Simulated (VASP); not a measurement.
# Bi (Pm-3m) in VASP: a series of runs

Runs on Bi. Level: RPBE. Tasks: single point.

Program: VASP 6.6.1. These are calculated values, not measurements. Logs are shortened: lines on timing, memory, paths and dates and some standing lists are left out, and cuts for length are marked.

### 1 The cell of the first run

Symmetry: Pm-3m, No. 221, cubic system. The conventional cell has a = 3.395 Å, b = 3.395 Å, c = 3.395 Å, α = 90.00°, β = 90.00°, γ = 90.00°. Bi (site symmetry m-3m) has 6 Bi at 3.39 Å within 4.5 Å.

### 2 Single point, RPBE (volume scaled by 1.08)

The input, INCAR:

```
SYSTEM = Bi
PREC = Accurate ; ENCUT = 520
EDIFF = 1E-6 ; ISMEAR = -1
SIGMA = 0.1 ; LREAL = .False.
LASPH = .True. ; NELM = 100
ALGO = Normal ; ISIF = 2
LWAVE = .False. ; LCHARG = .False.
GGA = RP ; NBANDS = 14
```

The input, KPOINTS:

```
regular mesh
0
Gamma
  11 11 11
  0 0 0
```

The input, POSCAR:

```
Bi
1.0
    3.3947711312      0.0000000000      0.0000000000
    0.0000000000      3.3947711312      0.0000000000
    0.0000000000      0.0000000000      3.3947711312
Bi
1
Direct
    0.0000000000      0.0000000000      0.0000000000
```

Potentials or basis: VASP PAW PBE potentials, release 64 (Bi_d).

Started as:

```console
cat potpaw_PBE.64/Bi_d/POTCAR > POTCAR
mpirun -np 1 vasp_std > vasp.out
```

OUTCAR:

```text
SYSTEM = Bi
   PREC = Accurate
   ENCUT = 520
   EDIFF = 1E-6
   ISMEAR = -1
   LREAL = .False.
   LASPH = .True.
   NELM = 100
   ISIF = 2
   GGA = RP

 ion  position               nearest neighbor table
   1  0.000  0.000  0.000-

  LATTYP: Found a simple cubic cell.
 ALAT       =     3.3947711312

  Lattice vectors:

 A1 = (   3.3947711312,   0.0000000000,   0.0000000000)
 A2 = (   0.0000000000,   3.3947711312,   0.0000000000)
 A3 = (   0.0000000000,   0.0000000000,   3.3947711312)

Analysis of symmetry for initial positions (statically):
=====================================================================
 Subroutine PRICEL returns:
 Original cell was already a primitive cell.

 Routine SETGRP: Setting up the symmetry group for a
 simple cubic supercell.

 Subroutine GETGRP returns: Found 48 space group operations
 (whereof 48 operations were pure point group operations)
 out of a pool of 48 trial point group operations.

The static configuration has the point symmetry O_h .

Analysis of symmetry for dynamics (positions and initial velocities):
=====================================================================
 Subroutine PRICEL returns:
 Original cell was already a primitive cell.

 Routine SETGRP: Setting up the symmetry group for a
 simple cubic supercell.

 Subroutine GETGRP returns: Found 48 space group operations
 (whereof 48 operations were pure point group operations)
 out of a pool of 48 trial point group operations.

The dynamic configuration has the point symmetry O_h .

 Subroutine INISYM returns: Found 48 space group operations
 (whereof 48 operations are pure point group operations),
 and found     1 'primitive' translations

----------------------------------------------------------------------------------------

                                     Primitive cell

  volume of cell :      39.1229

  direct lattice vectors                    reciprocal lattice vectors
     3.394771131  0.000000000  0.000000000     0.294570668  0.000000000  0.000000000
     0.000000000  3.394771131  0.000000000     0.000000000  0.294570668  0.000000000
     0.000000000  0.000000000  3.394771131     0.000000000  0.000000000  0.294570668

  length of vectors
     3.394771131  3.394771131  3.394771131     0.294570668  0.294570668  0.294570668

  position of ions in fractional coordinates (direct lattice)
     0.000000000  0.000000000  0.000000000

  ion indices of the primitive-cell ions
   primitive index   ion index
                 1           1

[... 80 lines left out ...]
   TEBEG  =    0.0;   TEEND  =   0.0 temperature during run
   PSTRESS=    0.0 pullay stress
   NELECT =      15.0000    total number of electrons
   NUPDOWN=      -1.0000    fix difference up-down
   EMIN   =  10.00;   EMAX   =-10.00  energy-range for DOS
   EFERMI =   0.00;   METHOD = LEGACY
   ISMEAR =    -1;   SIGMA  =   0.10  broadening in eV -4-tet -1-fermi 0-gaus
   EFERMI_NEDOS =   21; number of points for ismear=-14 and -15
   IALGO  =     38    algorithm
   IMIX   =      4    mixing-type and parameters
     AMIX     =   0.40;   BMIX     =  1.00
     AMIX_MAG =   1.60;   BMIX_MAG =  1.00
  volume/ion in A,a.u.               =      39.12       264.01
  Fermi-wavevector in a.u.,A,eV,Ry     =   1.189309  2.247468 19.244845  1.414456
  Thomas-Fermi vector in A             =   2.325419
   LORBIT       =      0    0 simple, 1 ext, 2 COOP (PROOUT), +10 PAW based schemes
   GGA     = RP    functional components
   LHFCALC =     F    Hartree Fock is set to
   AEXX    =    0.0000 exact exchange contribution
   IVDW    =     0    specifies the selected vdW correction
   LEPSILON=     F    determine dielectric tensor
   LRPA    =     F    only Hartree local field effects (RPA)
 non-spin polarized calculation
  energy-cutoff  :      520.00
  volume of cell :       39.12
 maximum number of plane-waves:      1070
 NGX is ok and might be reduce to    28
   NGX = 13   NGY = 13   NGZ = 13

 number of electron      14.9999998 magnetization

 Free energy of the ion-electron system (eV)
  ---------------------------------------------------
  ext. energy  EPLUGINS =         0.00000000
  ---------------------------------------------------
  free energy    TOTEN  =        -3.44099583 eV

  energy without entropy =       -3.41669326  energy(sigma->0) =       -3.42884454

 E-fermi :   5.2378     XC(G=0):  -8.9820

 val. band max:        5.1847209183   @ k =   0.1818   0.0909   0.0000
 cond. band min:       5.2759711387   @ k =   0.1818   0.0909   0.0909
 fundamental gap:      0.0912502204
 Fermi energy:         5.2378480444

 k-point     1 :       0.0000    0.0000    0.0000
  band No.  band energies     occupation
      1     -17.5737      2.00000
      2     -17.5737      2.00000
      3     -17.3699      2.00000
      4     -17.3699      2.00000
      5     -17.3699      2.00000
      6      -7.0495      2.00000
      7       8.1147      0.00000
      8       8.1147      0.00000
      9       8.1147      0.00000
     10      10.9982      0.00000
     11      12.7400      0.00000
     12      12.7400      0.00000
     13      21.6669      0.00000
     14      21.6669      0.00000
[... 377 lines left out ...]
      1     -17.5475      2.00000
      2     -17.4618      2.00000
      3     -17.4047      2.00000
      4     -17.4044      2.00000
      5     -17.3759      2.00000
      6      -6.1724      2.00000
      7       3.5373      2.00000
      8       7.7613      0.00000
      9       7.9483      0.00000
     10      13.7227      0.00000
     11      14.5733      0.00000
     12      16.3266      0.00000
     13      16.6703      0.00000
     14      19.0700      0.00000

 [... further k-points ...]

------------------------ aborting loop because EDIFF is reached ----------------------------------------

  FORCE on cell =-STRESS in cart. coord.  units (eV):
  Direction    XX          YY          ZZ          XY          YZ          ZX
  --------------------------------------------------------------------------------------
  -------------------------------------------------------------------------------------
  Total       -0.6521757     -0.6521757     -0.6521757      0.0000000     -0.0000000      0.0000000
  in kB      -26.7081418    -26.7081418    -26.7081418      0.0000000     -0.0000000      0.0000000
  external PRESSURE =     -26.7081418 kB  Pullay stress =       0.0000000 kB

 VOLUME and BASIS-vectors are now :
 -----------------------------------------------------------------------------
  energy-cutoff  :      520.00
  volume of cell :       39.12
      direct lattice vectors                 reciprocal lattice vectors
     3.394771131  0.000000000  0.000000000     0.294570668  0.000000000  0.000000000
     0.000000000  3.394771131  0.000000000     0.000000000  0.294570668  0.000000000
     0.000000000  0.000000000  3.394771131     0.000000000  0.000000000  0.294570668

 POSITION                                       TOTAL-FORCE (eV/Angst)
 -----------------------------------------------------------------------------------
      0.00000      0.00000      0.00000         0.000000      0.000000      0.000000
 -----------------------------------------------------------------------------------
    total drift:                               -0.000000     -0.000000     -0.000000

  FREE ENERGIE OF THE ION-ELECTRON SYSTEM (eV)
  ---------------------------------------------------
  free  energy   TOTEN  =        -3.4409958266 eV

  energy  without entropy=       -3.4166932565  energy(sigma->0) =       -3.42884454
```

OSZICAR:

```text
N       E                     dE             d eps       ncg     rms          rms(c)
DAV:   1     0.114565941790E+03    0.11457E+03   -0.76901E+03  1580   0.114E+03
DAV:   2     0.377586191452E+01   -0.11079E+03   -0.10746E+03  1652   0.321E+02
DAV:   3    -0.325127372037E+01   -0.70271E+01   -0.70051E+01  1946   0.817E+01
DAV:   4    -0.342654183919E+01   -0.17527E+00   -0.17523E+00  2056   0.142E+01
DAV:   5    -0.343349571320E+01   -0.69539E-02   -0.69537E-02  2206   0.253E+00    0.502E-01
DAV:   6    -0.343718565346E+01   -0.36899E-02   -0.66728E-03  2194   0.964E-01    0.322E-01
DAV:   7    -0.344082464234E+01   -0.36390E-02   -0.56105E-03  2066   0.928E-01    0.745E-02
DAV:   8    -0.344099368131E+01   -0.16904E-03   -0.75528E-04  2024   0.377E-01    0.150E-02
DAV:   9    -0.344099353207E+01    0.14924E-06   -0.22233E-05  2104   0.471E-02    0.121E-02
DAV:  10    -0.344099622329E+01   -0.26912E-05   -0.26050E-05  1828   0.725E-02    0.582E-03
DAV:  11    -0.344099582663E+01    0.39666E-06   -0.20849E-06  1862   0.228E-02
   1 F= -.34409958E+01 E0= -.34288445E+01  d E =-.243026E-01
```

It took 13 s on 1 thread of Intel Xeon Platinum 8488C (Sapphire Rapids), shared host; peak memory 0.16 GiB.

What came out:

| Quantity | Value |
| --- | --- |
| Free energy | -3.4410 eV |
| Pressure | -2.7 GPa |

Caveat: the PAW data sets were made with another functional, which shifts forces and pressure a little; spin-orbit coupling is left out, which moves the levels of the heavy elements.

### 3 Single point, RPBE (volume scaled by 1.12)

The input, INCAR:

```
PREC = Accurate
ENCUT = 520
EDIFF = 1E-6
ISMEAR = -1
SIGMA = 0.1
LREAL = False
LASPH = True
NELM = 80
ALGO = Normal
ISIF = 2
LWAVE = False
LCHARG = False
GGA = RP
NBANDS = 14
```

The input, KPOINTS:

```
regular mesh
0
Gamma
  11 11 11
```

The input, POSCAR:

```
Bi
1.0
    3.4361748597      0.0000000000      0.0000000000
    0.0000000000      3.4361748597      0.0000000000
    0.0000000000      0.0000000000      3.4361748597
Bi
1
Direct
    0.0000000000      0.0000000000      0.0000000000
```

Potentials or basis: VASP PAW PBE potentials, release 64 (Bi_d).

Started as:

```console
cat potpaw_PBE.64/Bi_d/POTCAR > POTCAR
mpirun -np 1 vasp_std > vasp.out
```

Run time: 13 s. Hardware: 1 thread of Intel Xeon Platinum 8488C (Sapphire Rapids), shared host; peak memory 0.16 GiB.

The run converged. Its results:

| Quantity | Value |
| --- | --- |
| Free energy | -3.4129 eV |
| Pressure | -3.6 GPa |

Levels at points of the mesh, in eV from the Fermi level:
```
           k point  band 3  band 4  band 5  band 6  band 7  band 8  band 9  band 10  band 11  band 12
(0.00, 0.00, 0.00)  -22.60  -22.60  -22.60  -12.10    2.78    2.78    2.78     5.59     7.42     7.42
```

Caveat: the PAW data sets were made with another functional, which shifts forces and pressure a little; spin-orbit coupling is left out, which moves the levels of the heavy elements.
